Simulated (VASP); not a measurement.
Write the native input for VASP 6.6.1 that does the following.

```
Task                   : single point
Functional             : r2SCAN
Potentials or basis    : VASP PAW PBE potentials, release 64 (Te)
Cutoff                 : 520 eV
k mesh                 : 11 × 11 × 11
Occupations            : fermi-dirac, width 0.1 eV
Spin                   : no spin polarisation
Dipole correction      : no
Further INCAR settings : ALGO = Normal; EDIFF = 1e-07; NBANDS = 9
```

The system is Te.

```xyz
1
Lattice="0.0000 2.4219 2.4219 2.4219 0.0000 2.4219 2.4219 2.4219 0.0000" Properties=species:S:1:pos:R:3 pbc="T T T"
Te    0.0000    0.0000    0.0000
```

These files were run (other wordings do the same):

POSCAR

```
Te
1.0
    0.0000000000      2.4219472457      2.4219472457
    2.4219472457      0.0000000000      2.4219472457
    2.4219472457      2.4219472457      0.0000000000
Te
1
Direct
    0.0000000000      0.0000000000      0.0000000000
```

INCAR.step1

```
SYSTEM = Te
  ALGO = Normal
  EDIFF = 1E-4
  ENCUT = 520
  GGA = PE
  ISMEAR = -1
  LASPH = .TRUE.
  LCHARG = .FALSE.
  LREAL = .FALSE.
  LWAVE = .TRUE.
  NBANDS = 9
  NELM = 80
  PREC = Accurate
  SIGMA = 0.1
```

INCAR.step2

```
SYSTEM = Te
  ALGO = Normal
  EDIFF = 1E-7
  ENCUT = 520
  ISIF = 2
  ISMEAR = -1
  ISTART = 1
  LASPH = .TRUE.
  LCHARG = .FALSE.
  LMIXTAU = .TRUE.
  LREAL = .FALSE.
  LWAVE = .FALSE.
  METAGGA = R2SCAN
  NBANDS = 9
  NELM = 80
  PREC = Accurate
  SIGMA = 0.1
```

KPOINTS

```
k-points
0
G
  11 11 11
  0 0 0
```

Potentials or basis: VASP PAW PBE potentials, release 64 (Te).

Run with:

```bash
$ cat potpaw_PBE.64/Te/POTCAR > POTCAR
$ cp INCAR.step1 INCAR
$ mpirun -np 1 vasp_std > vasp.out
$ cp INCAR.step2 INCAR
$ mpirun -np 1 vasp_std > vasp.out
```

It gave:

* Pressure: -0.1 GPa
* Band gap on the k mesh: zero (band 3 reaches 10.86 eV, above the bottom of band 4 at 5.91 eV)

Caveat: the PAW data sets were made with another functional, which shifts forces and pressure a little; spin-orbit coupling is left out, which moves the levels of the heavy elements.

It took 46 s on 1 thread of Intel(R) Xeon(R) Platinum 8488C (Sapphire Rapids), with other jobs on the host, peak memory 0.16 GiB.
